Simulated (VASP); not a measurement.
# CoO: single point with PBE+U

The system is CoO.

```
Co O
1.0
    -1.52495    1.50092    2.14048
     1.52495   -1.52546    2.15804
     1.52495    1.52546   -2.15804
Co O
1 1
Direct
  0.00000 0.00000 0.00000
  0.50000 0.50000 0.00000
```

| Quantity | Value |
| --- | --- |
| Program | VASP 6.6.1 |
| Task | single point |
| Functional | PBE |
| Potentials or basis | VASP PAW PBE potentials, release 64 (Co, O) |
| Cutoff | 520 eV |
| k mesh | 12 × 12 × 12 |
| Occupations | fermi-dirac, width 0.05 eV |
| Spin | collinear spin, ferromagnetic start |
| Starting moments | [2.0, 0.0] μB |
| Hubbard terms | Co d U = 1.0 eV |
| Dipole correction | no |
| Further INCAR settings | ALGO = Normal; EDIFF = 1e-06; NBANDS = 18 |

```
Pressure                                              : -5.9 GPa
Band gap on the k mesh                                : zero (filled and empty bands overlap)
Net moment                                            : 2.99 μB per cell
Site moments                                          : Co +2.65; O +0.30 μB
Valence electrons inside the program's atomic spheres : Co 7.75; O 4.97
```

Stress tensor (GPa, compression positive):
```
-5.82  0.00  0.00
 0.00 -5.86 -0.03
 0.00 -0.03 -5.92
```

Levels at points of the mesh, in eV from the Fermi level:
Spin up:
```tsv
k point	band 5	band 6	band 7	band 8	band 9	band 10	band 11	band 12	band 13	band 14
(0.00, 0.00, 0.00)	-3.38	-3.37	-2.79	-2.79	-2.71	1.06	16.96	17.74	17.75	18.07
(0.50, 0.00, 0.00)	-2.71	-2.71	-2.08	-0.05	-0.04	5.13	9.42	13.26	13.27	19.97
(0.00, 0.50, 0.00)	-2.74	-2.74	-2.09	-0.07	-0.05	5.23	9.24	13.41	13.56	20.18
(0.50, 0.50, 0.00)	-3.91	-3.35	-2.87	-2.47	-2.45	5.84	9.88	11.51	15.56	15.73
(0.00, 0.50, 0.50)	-2.74	-2.73	-2.09	-0.07	-0.05	5.23	9.24	13.42	13.56	20.18
(0.50, 0.50, 0.50)	-3.91	-3.35	-2.87	-2.47	-2.45	5.84	9.87	11.52	15.57	15.73
```
Spin down:
```tsv
k point	band 3	band 4	band 5	band 6	band 7	band 8	band 9	band 10
(0.00, 0.00, 0.00)	-2.24	-2.15	-1.07	-1.07	-1.00	0.59	0.59	1.60
(0.50, 0.00, 0.00)	-4.19	-4.19	-0.10	-0.10	0.23	3.07	3.08	5.41
(0.00, 0.50, 0.00)	-4.17	-4.09	-0.13	-0.09	0.18	3.04	3.06	5.50
(0.50, 0.50, 0.00)	-3.48	-3.39	-2.09	0.09	0.11	1.04	1.44	6.73
(0.00, 0.50, 0.50)	-4.16	-4.09	-0.13	-0.09	0.18	3.04	3.06	5.50
(0.50, 0.50, 0.50)	-3.48	-3.39	-2.09	0.10	0.11	1.05	1.44	6.73
```

Eigenvalues of the final occupation matrices:
```
    site  spin  trace               eigenvalues
site 1 d     1   4.88  0.96 0.96 0.96 1.00 1.00
site 1 d     2   2.26  0.17 0.17 0.63 0.65 0.65
```

It took 18 min on 1 thread of AMD EPYC 7571 (shared host), peak memory 0.33 GiB.

Caveat: the cell stands under tension; a cell with one magnetic atom can't hold antiferromagnetic order, which such compounds often take. The state reached can hang on the start; a lower one may exist.
